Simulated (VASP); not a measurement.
# Be2Se (P6_3/mmc) in VASP: relaxation of cell and atoms with PBE

Aim: the relaxation of cell and atoms of Be2Se with PBE.

All numbers are computed with VASP 6.6.1; they aren't measurements. Logs are shortened: lines on timing, memory, paths and dates and some standing lists are left out, and cuts for length are marked.

## Step 1: The cell of the first run

Symmetry: P6_3/mmc, No. 194, hexagonal system. The conventional cell has a = 3.422 Å, b = 3.422 Å, c = 8.303 Å, α = 90.00°, β = 90.00°, γ = 120.00°. Within 3.2 Å of Be (site symmetry 3m) lie 4 Be at 2.40 to 2.79 Å and 4 Se at 2.42 to 2.75 Å. Within 3.2 Å of Se (site symmetry -6m2) lie 8 Be at 2.42 to 2.75 Å.

## Step 2: Relaxation of cell and atoms, PBE

Contents of INCAR:

```
  PREC = Accurate
  ENCUT = 600
  EDIFF = 1E-7
  ISMEAR = 0
  SIGMA = 0.1
  LREAL = False
  LASPH = True
  NELM = 80
  ALGO = Normal
  ISIF = 3
  LWAVE = False
  LCHARG = False
  GGA = PE
  IBRION = 2
  NSW = 100
  EDIFFG = -0.01
```

Contents of KPOINTS:

```
regular mesh
0
Gamma
  12 12 6
```

Contents of POSCAR:

```
Be2Se
1.0
    3.4215257036      0.0000000000      0.0000000000
   -1.7107628518      2.9631281790      0.0000000000
    0.0000000000      0.0000000000      8.3032317657
Be Se
4 2
Direct
    0.3333333333      0.6666666667      0.5817024113
    0.6666666667      0.3333333333      0.0817024113
    0.3333333333      0.6666666667      0.9182975887
    0.6666666667      0.3333333333      0.4182975887
    0.3333333333      0.6666666667      0.2500000000
    0.6666666667      0.3333333333      0.7500000000
```

Potentials or basis: VASP PAW PBE potentials, release 64 (Be, Se).

Started as:

```
cat potpaw_PBE.64/Be/POTCAR potpaw_PBE.64/Se/POTCAR > POTCAR
mpirun -np 1 vasp_std > vasp.out
```

OUTCAR:

```text
PREC = Accurate
   ENCUT = 600
   EDIFF = 1E-7
   ISMEAR = 0
   LREAL = False
   LASPH = True
   NELM = 80
   ISIF = 3
   GGA = PE
   IBRION = 2
   NSW = 100
   EDIFFG = -0.01

 ion  position               nearest neighbor table
   1  0.333  0.667  0.582-   6 2.42   6 2.42   6 2.42
   2  0.667  0.333  0.082-   5 2.42   5 2.42   5 2.42
   3  0.333  0.667  0.918-   6 2.42   6 2.42   6 2.42
   4  0.667  0.333  0.418-   5 2.42   5 2.42   5 2.42
   5  0.333  0.667  0.250-   2 2.42   4 2.42   2 2.42   4 2.42   2 2.42   4 2.42
   6  0.667  0.333  0.750-   1 2.42   3 2.42   1 2.42   3 2.42   1 2.42   3 2.42

  LATTYP: Found a hexagonal cell.
 ALAT       =     3.4215257036
 C/A-ratio  =     2.4267629371

  Lattice vectors:

 A1 = (   3.4215257036,   0.0000000000,   0.0000000000)
 A2 = (  -1.7107628518,   2.9631281790,   0.0000000000)
 A3 = (   0.0000000000,   0.0000000000,   8.3032317657)

Analysis of symmetry for initial positions (statically):
=====================================================================
 Subroutine PRICEL returns:
 Original cell was already a primitive cell.

 Routine SETGRP: Setting up the symmetry group for a
 hexagonal supercell.

 Subroutine GETGRP returns: Found 24 space group operations
 (whereof 12 operations were pure point group operations)
 out of a pool of 24 trial point group operations.

The static configuration has the point symmetry D_3d.
 The point group associated with its full space group is D_6h.

Analysis of symmetry for dynamics (positions and initial velocities):
=====================================================================
 Subroutine PRICEL returns:
 Original cell was already a primitive cell.

 Routine SETGRP: Setting up the symmetry group for a
 hexagonal supercell.

 Subroutine GETGRP returns: Found 24 space group operations
 (whereof 12 operations were pure point group operations)
 out of a pool of 24 trial point group operations.

The dynamic configuration has the point symmetry D_3d.
 The point group associated with its full space group is D_6h.

 Subroutine INISYM returns: Found 24 space group operations
 (whereof 12 operations are pure point group operations),
 and found     1 'primitive' translations

----------------------------------------------------------------------------------------

                                     Primitive cell

  volume of cell :      84.1816

  direct lattice vectors                    reciprocal lattice vectors
     3.421525704  0.000000000  0.000000000     0.292267277  0.168740591  0.000000000
    -1.710762852  2.963128179  0.000000000     0.000000000  0.337481182  0.000000000
     0.000000000  0.000000000  8.303231766     0.000000000  0.000000000  0.120435034

  length of vectors
     3.421525704  3.421525704  8.303231766     0.337481182  0.337481182  0.120435034

  position of ions in fractional coordinates (direct lattice)
     0.333333333  0.666666667  0.581702411
     0.666666667  0.333333333  0.081702411
     0.333333333  0.666666667  0.918297589
     0.666666667  0.333333333  0.418297589
     0.333333333  0.666666667  0.250000000
     0.666666667  0.333333333  0.750000000

  ion indices of the primitive-cell ions
   primitive index   ion index
                 1           1
                 2           2
                 3           3
                 4           4
                 5           5
                 6           6

----------------------------------------------------------------------------------------

 KPOINTS: regular mesh

Automatic generation of k-mesh.
 Grid dimensions read from file:
 generate k-points for:   12   12    6

 Generating k-lattice:

  Cartesian coordinates                     Fractional coordinates (reciprocal lattice)
     0.024355606  0.014061716  0.000000000     0.083333333  0.000000000  0.000000000
     0.000000000  0.028123432  0.000000000     0.000000000  0.083333333  0.000000000
     0.000000000  0.000000000  0.020072506     0.000000000  0.000000000  0.166666667

  Length of vectors
     0.028123432  0.028123432  0.020072506

  Shift w.r.t. Gamma in fractional coordinates (k-lattice)
     0.000000000  0.000000000  0.000000000

 Subroutine IBZKPT returns following result:
 ===========================================

 Found     76 irreducible k-points:

 Following reciprocal coordinates:
            Coordinates               Weight
  0.000000  0.000000  0.000000      1.000000
  0.083333  0.000000  0.000000      6.000000
  0.166667  0.000000  0.000000      6.000000
  0.250000  0.000000  0.000000      6.000000
  0.333333  0.000000  0.000000      6.000000
  0.416667  0.000000  0.000000      6.000000
[... 16 lines left out ...]
  0.250000  0.000000  0.166667     12.000000
  0.333333  0.000000  0.166667     12.000000
 [... further k-points ...]
   k-points           NKPTS =     76   k-points in BZ     NKDIM =     76   number of bands    NBANDS=     14
   number of dos      NEDOS =    301   number of ions     NIONS =      6
   total plane-waves  NPLWV =  54880
   dimension x,y,z NGX =    28 NGY =   28 NGZ =   70
   dimension x,y,z NGXF=    56 NGYF=   56 NGZF=  140
   ions per type =               4   2
   NGX,Y,Z   is equivalent  to a cutoff of  13.60, 13.60, 14.02 a.u.
   NGXF,Y,Z  is equivalent  to a cutoff of  27.21, 27.21, 28.03 a.u.
 SYSTEM =  unknown system
   PREC   = accura    normal or accurate (medium, high low for compatibility)
   ISTART =      0    job   : 0-new  1-cont  2-samecut
   ICHARG =      2    charge: 1-file 2-atom 10-const
   ISPIN  =      1    spin polarized calculation?
   LNONCOLLINEAR =      F non collinear calculations
   LSORBIT =      F    spin-orbit coupling
   LASPH  =      T    aspherical Exc in radial PAW
   ENCUT  =  600.0 eV  44.10 Ry    6.64 a.u.   6.83  6.83 16.58*2*pi/ulx,y,z
   NELM   =     80;   NELMIN=  2; NELMDL= -5     # of ELM steps
   EDIFF  = 0.1E-06   stopping-criterion for ELM
   LREAL  =      F    real-space projection
   EDIFFG = -.1E-01   stopping-criterion for IOM
   NSW    =    100    number of steps for IOM
   IBRION =      2    ionic relax: 0-MD 1-quasi-New 2-CG
   NFREE  =      1    steps in history (QN), initial steepest desc. (CG)
   ISIF   =      3    stress and relaxation
   ISYM   =      2    0-nonsym 1-usesym 2-fastsym
   POTIM  = 0.5000    time-step for ionic-motion
   TEBEG  =    0.0;   TEEND  =   0.0 temperature during run
   PSTRESS=    0.0 pullay stress
   NELECT =      20.0000    total number of electrons
   NUPDOWN=      -1.0000    fix difference up-down
   EMIN   =  10.00;   EMAX   =-10.00  energy-range for DOS
   EFERMI =   0.00;   METHOD = LEGACY
   ISMEAR =     0;   SIGMA  =   0.10  broadening in eV -4-tet -1-fermi 0-gaus
   EFERMI_NEDOS =   21; number of points for ismear=-14 and -15
   IALGO  =     38    algorithm
   IMIX   =      4    mixing-type and parameters
     AMIX     =   0.40;   BMIX     =  1.00
     AMIX_MAG =   1.60;   BMIX_MAG =  1.00
  volume/ion in A,a.u.               =      14.03        94.68
  Fermi-wavevector in a.u.,A,eV,Ry     =   1.013940  1.916069 13.987807  1.028075
  Thomas-Fermi vector in A             =   2.147139
   LORBIT       =      0    0 simple, 1 ext, 2 COOP (PROOUT), +10 PAW based schemes
   GGA     = PE    functional components
   LHFCALC =     F    Hartree Fock is set to
   AEXX    =    0.0000 exact exchange contribution
   IVDW    =     0    specifies the selected vdW correction
   LEPSILON=     F    determine dielectric tensor
   LRPA    =     F    only Hartree local field effects (RPA)
 conjugate gradient relaxation of ions
 non-spin polarized calculation
 Gauss-broadening in eV      SIGMA  =   0.10
  energy-cutoff  :      600.00
  volume of cell :       84.18
 maximum number of plane-waves:      2841
 NGX is ok and might be reduce to    28
   NGX = 13   NGY = 13   NGZ = 33

--------------------------------------- Ionic step        1  -------------------------------------------

 number of electron      20.0000000 magnetization

 Free energy of the ion-electron system (eV)
  ---------------------------------------------------
  ext. energy  EPLUGINS =         0.00000000
  ---------------------------------------------------
  free energy    TOTEN  =       -19.87906644 eV

  energy without entropy =      -19.87258207  energy(sigma->0) =      -19.87582426

------------------------ aborting loop because EDIFF is reached ----------------------------------------

  FORCE on cell =-STRESS in cart. coord.  units (eV):
  Direction    XX          YY          ZZ          XY          YZ          ZX
  --------------------------------------------------------------------------------------
  -------------------------------------------------------------------------------------
  Total        0.5117601      0.5117601     -1.6601353      0.0000000      0.0000000     -0.0000000
  in kB        9.7400136      9.7400136    -31.5963307      0.0000000      0.0000000     -0.0000000
  external PRESSURE =      -4.0387678 kB  Pullay stress =       0.0000000 kB
[... 225 lines left out ...]
  energy  without entropy=      -19.9061891565  energy(sigma->0) =      -19.90846662

--------------------------------------- Ionic step        7  -------------------------------------------

 number of electron      20.0000001 magnetization

 Free energy of the ion-electron system (eV)
  ---------------------------------------------------
  ext. energy  EPLUGINS =         0.00000000
  ---------------------------------------------------
  free energy    TOTEN  =       -19.91079306 eV

  energy without entropy =      -19.90620111  energy(sigma->0) =      -19.90849709

 E-fermi :   5.8991     XC(G=0):  -9.9565

 val. band max:        5.8956084469   @ k =   0.3333   0.1667   0.1667
 cond. band min:       5.9665975657   @ k =   0.4167   0.0000   0.0000
 fundamental gap:      0.0709891188
 Fermi energy:         5.8990718814

 k-point     1 :       0.0000    0.0000    0.0000
  band No.  band energies     occupation
      1     -10.0730      2.00000
      2      -9.7450      2.00000
      3      -3.0820      2.00000
      4       0.1980      2.00000
      5       1.7425      2.00000
      6       3.6814      2.00000
      7       3.6814      2.00000
      8       4.2513      2.00000
      9       4.2513      2.00000
     10       7.9358      0.00000
     11       8.0781      0.00000
     12       8.4346      0.00000
     13       8.8876      0.00000
     14       8.8876      0.00000
[... 375 lines left out ...]
 k-point    24 :       0.3333    0.0000    0.1667
  band No.  band energies     occupation
      1      -9.0284      2.00000
      2      -8.8196      2.00000
      3      -1.7089      2.00000
      4      -0.9733      2.00000
      5      -0.6306      2.00000
      6       0.3838      2.00000
      7       2.2842      2.00000
      8       2.9687      2.00000
      9       3.4211      2.00000
     10       5.4082      2.00000
     11       6.4334      0.00000
     12       7.2803      0.00000
     13       7.9809      0.00000
     14       8.3781      0.00000

 [... further k-points ...]

------------------------ aborting loop because EDIFF is reached ----------------------------------------

  FORCE on cell =-STRESS in cart. coord.  units (eV):
  Direction    XX          YY          ZZ          XY          YZ          ZX
  --------------------------------------------------------------------------------------
  -------------------------------------------------------------------------------------
  Total       -0.0221943     -0.0221943      0.0042438      0.0000000     -0.0000000      0.0000000
  in kB       -0.4246844     -0.4246844      0.0812038      0.0000000     -0.0000000      0.0000000
  external PRESSURE =      -0.2560550 kB  Pullay stress =       0.0000000 kB
[... 21 lines left out ...]
  FREE ENERGIE OF THE ION-ELECTRON SYSTEM (eV)
  ---------------------------------------------------
  free  energy   TOTEN  =       -19.9107930638 eV

  energy  without entropy=      -19.9062011119  energy(sigma->0) =      -19.90849709

 reached required accuracy - stopping structural energy minimisation
```

Run time: 2.9 min. Hardware: 1 thread of Intel Xeon 6975P-C (Granite Rapids), shared host; peak memory 0.3 GiB.

What came out:

- Free energy: -19.9108 eV
- Relaxed volume: 13.96 Å³/atom
- Relaxed cell: a = 3.456 Å, b = 3.456 Å, c = 8.094 Å, α = 90.00°, β = 90.00°, γ = 120.00°
- Space group after relaxing (to 0.1 Å): P6_3/mmc (No. 194)
- Energy gained by relaxing: 5.3 meV/atom
- Ionic steps: 7
- Pressure after relaxing: 0.0 GPa
- Largest force after relaxing: 0.006 eV/Å
- Band gap on the k mesh: zero (bands 10 and 11 overlap by 3.75 eV)

Forces in eV/Å, atoms in the order of the input:
```
Be   0.000  0.000  0.006
Be   0.000  0.000  0.006
Be   0.000  0.000 -0.006
Be   0.000  0.000 -0.006
Se   0.000  0.000  0.000
Se   0.000  0.000  0.000
```

Step by step:
```tsv
step	energy change (eV)	largest force (eV/Å)	pressure (GPa)	volume (Å³)
1	0.0000	0.0747	-0.40	84.18
2	-0.0201	0.1168	-0.03	83.74
3	-0.0248	0.1427	0.27	83.43
4	-0.0289	0.0932	0.02	83.69
5	-0.0312	0.0152	-0.37	84.12
6	-0.0317	0.0121	0.07	83.62
7	-0.0317	0.0059	-0.03	83.73
```

Final structure:
```yaml
crystal:
  lattice:
    - [3.45624, 0.00000, 0.00000]
    - [-1.72812, 2.99319, 0.00000]
    - [0.00000, 0.00000, 8.09372]
  atoms:
    - { symbol: Be, position: [0.33333, 0.66667, 0.57785] }
    - { symbol: Be, position: [0.66667, 0.33333, 0.07785] }
    - { symbol: Be, position: [0.33333, 0.66667, 0.92215] }
    - { symbol: Be, position: [0.66667, 0.33333, 0.42215] }
    - { symbol: Se, position: [0.33333, 0.66667, 0.25000] }
    - { symbol: Se, position: [0.66667, 0.33333, 0.75000] }
```

Levels at points of the mesh, in eV from the Fermi level:
```
           k point  band 6  band 7  band 8  band 9  band 10  band 11  band 12  band 13  band 14
(0.00, 0.00, 0.00)   -2.22   -2.22   -1.65   -1.65     2.04     2.18     2.54     2.99     2.99
(0.50, 0.00, 0.00)   -5.86   -3.99   -3.16   -1.33    -1.29    -0.59     0.83     1.07     2.15
(0.00, 0.00, 0.50)   -1.96   -1.96   -1.96   -0.81    -0.81     2.14     2.14     3.52     3.52
(0.50, 0.00, 0.50)   -5.99   -3.64   -3.64   -2.31    -2.31     1.83     1.83     2.20     2.20
```
